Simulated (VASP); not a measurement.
# YN (Fm-3m) in VASP: further runs

Runs on YN. Level: LDA. Tasks: electric field gradients.

Everything below comes from runs of VASP 6.6.1. Logs are shortened: lines on timing, memory, paths and dates and some standing lists are left out, and cuts for length are marked.

**1. The cell of the first run**

It takes space group Fm-3m (No. 225, cubic). Conventional cell: a = 4.877 Å, b = 4.877 Å, c = 4.877 Å, α = 90.00°, β = 90.00°, γ = 90.00°. Y (site symmetry m-3m) has 6 N at 2.44 Å within 3.2 Å. N (site symmetry m-3m) has 6 Y at 2.44 Å within 3.2 Å.

**2. Electric field gradients, LDA**

File INCAR:

```
PREC     = Accurate       # precision mode
ENCUT    = 520            # plane-wave cutoff, eV
EDIFF    = 1E-8           # SCF threshold, eV
ISMEAR   = -1             # smearing method
SIGMA    = 0.03           # smearing width, eV
LREAL    = False          # projectors in reciprocal space
LASPH    = True           # aspherical terms in the spheres
NELM     = 120            # most SCF steps
ALGO     = Normal         # electronic algorithm
ISIF     = 2              # what is computed and relaxed
LWAVE    = False          # write WAVECAR
LCHARG   = False          # write CHGCAR
GGA      = CA             # functional
LEFG     = True         
NBANDS   = 15             # bands
GGA_COMPAT= False
```

File KPOINTS:

```
regular mesh
0
Gamma
  9 9 9
```

File POSCAR:

```
YN
1.0
    0.0000000000      2.4385000000      2.4385000000
    2.4385000000      0.0000000000      2.4385000000
    2.4385000000      2.4385000000      0.0000000000
Y N
1 1
Direct
    0.0000000000      0.0000000000      0.0000000000
    0.5000000000      0.5000000000      0.5000000000
```

Potentials or basis: VASP PAW LDA potentials, release 64 (Y_sv, N).

On the command line:

```
$ cat potpaw_LDA.64/Y_sv/POTCAR potpaw_LDA.64/N/POTCAR > POTCAR
$ mpirun -np 1 vasp_std > vasp.out
```

OUTCAR:

```text
PREC = Accurate
   ENCUT = 520
   EDIFF = 1E-8
   ISMEAR = -1
   LREAL = False
   LASPH = True
   NELM = 120
   ISIF = 2
   GGA = CA

 ion  position               nearest neighbor table
   1  0.000  0.000  0.000-   2 2.44   2 2.44   2 2.44   2 2.44   2 2.44   2 2.44
   2  0.500  0.500  0.500-   1 2.44   1 2.44   1 2.44   1 2.44   1 2.44   1 2.44

  LATTYP: Found a face centered cubic cell.
 ALAT       =     4.8770000000

  Lattice vectors:

 A1 = (   0.0000000000,   2.4385000000,   2.4385000000)
 A2 = (   2.4385000000,   0.0000000000,   2.4385000000)
 A3 = (   2.4385000000,   2.4385000000,   0.0000000000)

Analysis of symmetry for initial positions (statically):
=====================================================================
 Subroutine PRICEL returns:
 Original cell was already a primitive cell.

 Routine SETGRP: Setting up the symmetry group for a
 face centered cubic supercell.

 Subroutine GETGRP returns: Found 48 space group operations
 (whereof 48 operations were pure point group operations)
 out of a pool of 48 trial point group operations.

The static configuration has the point symmetry O_h .

Analysis of symmetry for dynamics (positions and initial velocities):
=====================================================================
 Subroutine PRICEL returns:
 Original cell was already a primitive cell.

 Routine SETGRP: Setting up the symmetry group for a
 face centered cubic supercell.

 Subroutine GETGRP returns: Found 48 space group operations
 (whereof 48 operations were pure point group operations)
 out of a pool of 48 trial point group operations.

The dynamic configuration has the point symmetry O_h .

 Subroutine INISYM returns: Found 48 space group operations
 (whereof 48 operations are pure point group operations),
 and found     1 'primitive' translations

----------------------------------------------------------------------------------------

                                     Primitive cell

  volume of cell :      29.0000

  direct lattice vectors                    reciprocal lattice vectors
     0.000000000  2.438500000  2.438500000    -0.205044084  0.205044084  0.205044084
[... 134 lines left out ...]
 E-fermi :   4.0353     XC(G=0): -11.6226

 val. band max:        3.9795466420   @ k =   0.0000   0.0000   0.0000
 cond. band min:       4.1140302258   @ k =   0.4444   0.4444   0.0000
 fundamental gap:      0.1344835838
 Fermi energy:         4.0352975794

 k-point     1 :       0.0000    0.0000    0.0000
  band No.  band energies     occupation
      1     -36.5316      2.00000
      2     -16.2930      2.00000
      3     -16.2930      2.00000
      4     -16.2930      2.00000
      5      -8.7353      2.00000
      6       3.9795      1.73022
      7       3.9795      1.73021
      8       3.9795      1.73021
      9       7.0386      0.00000
     10       7.0386      0.00000
     11       7.0386      0.00000
     12       8.1898      0.00000
     13       9.0801      0.00000
     14       9.0801      0.00000
[... 401 lines left out ...]
      2     -17.1744      2.00000
      3     -16.6273      2.00000
      4     -16.6273      2.00000
      5      -8.2353      2.00000
      6       2.3434      2.00000
      7       3.5824      2.00000
      8       3.5824      2.00000
      9       4.1140      0.13517
     10      10.7906      0.00000
     11      11.1816      0.00000
     12      11.8404      0.00000
     13      11.8404      0.00000
     14      14.1654      0.00000
     15      15.7561      0.00000

 [... further k-points ...]

------------------------ aborting loop because EDIFF is reached ----------------------------------------

  FORCE on cell =-STRESS in cart. coord.  units (eV):
  Direction    XX          YY          ZZ          XY          YZ          ZX
  --------------------------------------------------------------------------------------
  -------------------------------------------------------------------------------------
  Total       -1.0483794     -1.0483794     -1.0483794      0.0000000     -0.0000000      0.0000000
  in kB      -57.9202993    -57.9202993    -57.9202993      0.0000000     -0.0000000      0.0000000
  external PRESSURE =     -57.9202993 kB  Pullay stress =       0.0000000 kB

 VOLUME and BASIS-vectors are now :
 -----------------------------------------------------------------------------
  energy-cutoff  :      520.00
  volume of cell :       29.00
      direct lattice vectors                 reciprocal lattice vectors
     0.000000000  2.438500000  2.438500000    -0.205044084  0.205044084  0.205044084
     2.438500000  0.000000000  2.438500000     0.205044084 -0.205044084  0.205044084
     2.438500000  2.438500000  0.000000000     0.205044084  0.205044084 -0.205044084

 POSITION                                       TOTAL-FORCE (eV/Angst)
 -----------------------------------------------------------------------------------
      0.00000      0.00000      0.00000        -0.000000      0.000000     -0.000000
      2.43850      2.43850      2.43850         0.000000     -0.000000      0.000000
 -----------------------------------------------------------------------------------
    total drift:                                0.000000      0.000000      0.000000

  FREE ENERGIE OF THE ION-ELECTRON SYSTEM (eV)
  ---------------------------------------------------
  free  energy   TOTEN  =       -19.8685796690 eV

  energy  without entropy=      -19.8683591315  energy(sigma->0) =      -19.86846940

 Electric field gradients (V/A^2)
---------------------------------------------------------------------
 ion       V_xx      V_yy      V_zz      V_xy      V_xz      V_yz
---------------------------------------------------------------------
   1       0.000     0.000    -0.000     0.000     0.000     0.000
   2       0.000    -0.000    -0.000     0.000     0.000     0.000
---------------------------------------------------------------------

 Electric field gradients after diagonalization (V/A^2)
 (convention: |V_zz| > |V_xx| > |V_yy|)
----------------------------------------------------------------------
 ion       V_xx      V_yy      V_zz     asymmetry (V_yy - V_xx)/ V_zz
----------------------------------------------------------------------
   1      -0.000    -0.000     0.000       0.000
   2      -0.000    -0.000     0.000       0.000
----------------------------------------------------------------------

           NMR quadrupolar parameters

 Cq : quadrupolar parameter    Cq=e*Q*V_zz/h
 eta: asymmetry parameters     (V_yy - V_xx)/ V_zz
 Q  : nuclear electric quadrupole moment in mb (millibarn)
----------------------------------------------------------------------
 ion       Cq(MHz)       eta       Q (mb)
----------------------------------------------------------------------
   1       0.000       0.000       1.000
   2       0.000       0.000       1.000
----------------------------------------------------------------------
```

OSZICAR:

```text
N       E                     dE             d eps       ncg     rms          rms(c)
DAV:   1     0.510520497482E+02    0.51052E+02   -0.84886E+03  1058   0.107E+03
DAV:   2    -0.208005882433E+02   -0.71853E+02   -0.66138E+02  1401   0.227E+02
DAV:   3    -0.234810218233E+02   -0.26804E+01   -0.26674E+01  1311   0.364E+01
DAV:   4    -0.235250673620E+02   -0.44046E-01   -0.44035E-01  1268   0.471E+00
DAV:   5    -0.235257074087E+02   -0.64005E-03   -0.64004E-03  1246   0.480E-01    0.321E+01
DAV:   6    -0.202399338907E+02    0.32858E+01   -0.89249E+00  1085   0.243E+01    0.351E+01
DAV:   7    -0.199256832477E+02    0.31425E+00   -0.53325E-01  1296   0.579E+00    0.244E+01
DAV:   8    -0.198955217877E+02    0.30161E-01   -0.27619E-01  1518   0.431E+00    0.796E+00
DAV:   9    -0.198687076634E+02    0.26814E-01   -0.30944E-02  1328   0.188E+00    0.133E+00
DAV:  10    -0.198686802553E+02    0.27408E-04   -0.50922E-03  1148   0.613E-01    0.458E-01
DAV:  11    -0.198686046682E+02    0.75587E-04   -0.55169E-04  1281   0.163E-01    0.327E-01
DAV:  12    -0.198685793864E+02    0.25282E-04   -0.51445E-05  1225   0.533E-02    0.422E-02
DAV:  13    -0.198685798191E+02   -0.43275E-06   -0.76063E-07  1225   0.825E-03    0.139E-02
DAV:  14    -0.198685796715E+02    0.14766E-06   -0.15105E-07  1253   0.341E-03    0.128E-03
DAV:  15    -0.198685796690E+02    0.24663E-08   -0.78641E-09   989   0.740E-04
   1 F= -.19868580E+02 E0= -.19868469E+02  d E =-.220537E-03
```

stdout:

```text
POSCAR found type information on POSCAR Y N
 POSCAR found :  2 types and       2 ions
 scaLAPACK will be used
 LDA part: xc-table for (Slater(with rela. corr.)+CA(PZ))
 , standard interpolation
 POSCAR, INCAR and KPOINTS ok, starting setup
 FFT: planning ... GRIDC
 FFT: planning ... GRID_SOFT
 FFT: planning ... GRID
 WAVECAR not read
 entering main loop
ion   1

ion   2
```

Wall time 37 s (1 thread of AMD EPYC 7R43 (Zen 3), shared host); peak memory 0.13 GiB.

What came out:

| Item | Value |
| --- | --- |
| Free energy | -19.8686 eV |
| Pressure | -5.8 GPa |
| Band gap on the k mesh | 0.13 eV (least direct gap 0.53 eV) |
| Largest electric field gradient by atom | zero within the noise of the run |

Levels at points of the mesh, in eV from the valence-band top:
```tsv
k point	band 5	band 6	band 7	band 8	band 9	band 10	band 11	band 12
(0.00, 0.00, 0.00)	-12.71	0.00	0.00	0.00	3.06	3.06	3.06	4.21
```

Caveat: the cell stands under tension; an odd mesh through Γ misses points on the zone boundary, where band edges can lie.

**3. Electric field gradients, LDA (14.07 Å³/atom)**

This run uses another cell than the first one, of 14.07 Å³/atom.

File INCAR:

```
ALGO     = Normal         # electronic algorithm
EDIFF    = 1E-8           # SCF threshold, eV
ENCUT    = 520            # plane-wave cutoff, eV
GGA_COMPAT= False        
ISIF     = 2              # what is computed and relaxed
ISMEAR   = -1             # smearing method
LASPH    = True           # aspherical terms in the spheres
LCHARG   = False          # write CHGCAR
LEFG     = True         
LREAL    = False          # projectors in reciprocal space
LWAVE    = False          # write WAVECAR
NBANDS   = 15             # bands
NELM     = 120            # most SCF steps
PREC     = Accurate       # precision mode
SIGMA    = 0.03           # smearing width, eV
```

File KPOINTS:

```
k-points
0
Gamma
  9 9 9
```

File POSCAR:

```
YN
1.0
    0.0000000000      2.4138670027      2.4138670027
    2.4138670027      0.0000000000      2.4138670027
    2.4138670027      2.4138670027      0.0000000000
Y N
1 1
Direct
    0.0000000000      0.0000000000      0.0000000000
    0.5000000000      0.5000000000      0.5000000000
```

Potentials or basis: VASP PAW LDA potentials, release 64 (Y_sv, N).

On the command line:

```
$ cat potpaw_LDA.64/Y_sv/POTCAR potpaw_LDA.64/N/POTCAR > POTCAR
$ mpirun -np 1 vasp_std > vasp.out
```

OUTCAR:

```text
EDIFF = 1E-8
   ENCUT = 520
   ISIF = 2
   ISMEAR = -1
   LASPH = True
   LREAL = False
   NELM = 120
   PREC = Accurate

 ion  position               nearest neighbor table
   1  0.000  0.000  0.000-   2 2.41   2 2.41   2 2.41   2 2.41   2 2.41   2 2.41
   2  0.500  0.500  0.500-   1 2.41   1 2.41   1 2.41   1 2.41   1 2.41   1 2.41

  LATTYP: Found a face centered cubic cell.
 ALAT       =     4.8277340054

  Lattice vectors:

 A1 = (   0.0000000000,   2.4138670027,   2.4138670027)
 A2 = (   2.4138670027,   0.0000000000,   2.4138670027)
 A3 = (   2.4138670027,   2.4138670027,   0.0000000000)

[... 643 lines left out ...]
  free  energy   TOTEN  =       -19.8860858366 eV

  energy  without entropy=      -19.8857304425  energy(sigma->0) =      -19.88590814

 Electric field gradients (V/A^2)
---------------------------------------------------------------------
 ion       V_xx      V_yy      V_zz      V_xy      V_xz      V_yz
---------------------------------------------------------------------
   1      -0.000    -0.000     0.000     0.000     0.000     0.000
   2       0.000     0.000    -0.000     0.000     0.000     0.000
---------------------------------------------------------------------

 Electric field gradients after diagonalization (V/A^2)
 (convention: |V_zz| > |V_xx| > |V_yy|)
----------------------------------------------------------------------
 ion       V_xx      V_yy      V_zz     asymmetry (V_yy - V_xx)/ V_zz
----------------------------------------------------------------------
   1      -0.000    -0.000     0.000       0.000
   2      -0.000    -0.000     0.001       0.000
----------------------------------------------------------------------

           NMR quadrupolar parameters

 Cq : quadrupolar parameter    Cq=e*Q*V_zz/h
 eta: asymmetry parameters     (V_yy - V_xx)/ V_zz
 Q  : nuclear electric quadrupole moment in mb (millibarn)
----------------------------------------------------------------------
 ion       Cq(MHz)       eta       Q (mb)
----------------------------------------------------------------------
   1       0.000       0.000       1.000
   2       0.000       0.000       1.000
----------------------------------------------------------------------
```

OSZICAR:

```text
N       E                     dE             d eps       ncg     rms          rms(c)
DAV:   1     0.503561786355E+02    0.50356E+02   -0.84060E+03  1050   0.108E+03
DAV:   2    -0.209463847700E+02   -0.71303E+02   -0.64893E+02  1421   0.225E+02
DAV:   3    -0.235040812668E+02   -0.25577E+01   -0.25444E+01  1311   0.357E+01
DAV:   4    -0.235370998824E+02   -0.33019E-01   -0.33013E-01  1239   0.426E+00
DAV:   5    -0.235376588172E+02   -0.55893E-03   -0.55893E-03  1282   0.445E-01    0.342E+01
DAV:   6    -0.202308724882E+02    0.33068E+01   -0.87792E+00  1092   0.247E+01    0.366E+01
DAV:   7    -0.199378175574E+02    0.29305E+00   -0.51502E-01  1303   0.577E+00    0.254E+01
DAV:   8    -0.199087600067E+02    0.29058E-01   -0.25111E-01  1572   0.411E+00    0.787E+00
DAV:   9    -0.198861274984E+02    0.22633E-01   -0.26045E-02  1373   0.174E+00    0.133E+00
DAV:  10    -0.198861941600E+02   -0.66662E-04   -0.45779E-03  1141   0.582E-01    0.429E-01
DAV:  11    -0.198861107392E+02    0.83421E-04   -0.53487E-04  1232   0.160E-01    0.325E-01
DAV:  12    -0.198860855826E+02    0.25157E-04   -0.52727E-05  1225   0.520E-02    0.405E-02
DAV:  13    -0.198860859443E+02   -0.36168E-06   -0.74800E-07  1274   0.853E-03    0.165E-02
DAV:  14    -0.198860858420E+02    0.10230E-06   -0.15697E-07  1254   0.346E-03    0.176E-03
DAV:  15    -0.198860858366E+02    0.53503E-08   -0.90678E-09   932   0.903E-04
   1 F= -.19886086E+02 E0= -.19885908E+02  d E =-.355394E-03
```

stdout:

```text
POSCAR found type information on POSCAR Y N
 POSCAR found :  2 types and       2 ions
 scaLAPACK will be used
 LDA part: xc-table for (Slater(with rela. corr.)+CA(PZ))
 , standard interpolation
 POSCAR, INCAR and KPOINTS ok, starting setup
 FFT: planning ... GRIDC
 FFT: planning ... GRID_SOFT
 FFT: planning ... GRID
 WAVECAR not read
 entering main loop
ion   1

ion   2
```

Run time: 31 s. Hardware: 1 thread of AMD EPYC 7R43 (Zen 3), shared host; peak memory 0.13 GiB.

Results:

| Item | Value |
| --- | --- |
| Free energy | -19.8861 eV |
| Pressure | -0.7 GPa |
| Band gap on the k mesh | 0.08 eV (least direct gap 0.45 eV) |
| Largest electric field gradient by atom | zero within the noise of the run |

Levels at points of the mesh, in eV from the valence-band top:
| k point | band 4 | band 5 | band 6 | band 7 | band 8 | band 9 | band 10 | band 11 | band 12 | band 13 |
| --- | --- | --- | --- | --- | --- | --- | --- | --- | --- | --- |
| (0.00, 0.00, 0.00) | -20.12 | -12.79 | 0.00 | 0.00 | 0.00 | 3.11 | 3.11 | 3.11 | 4.50 | 5.22 |

Caveat: an odd mesh through Γ misses points on the zone boundary, where band edges can lie.

(Continued in part 2 of 2.)
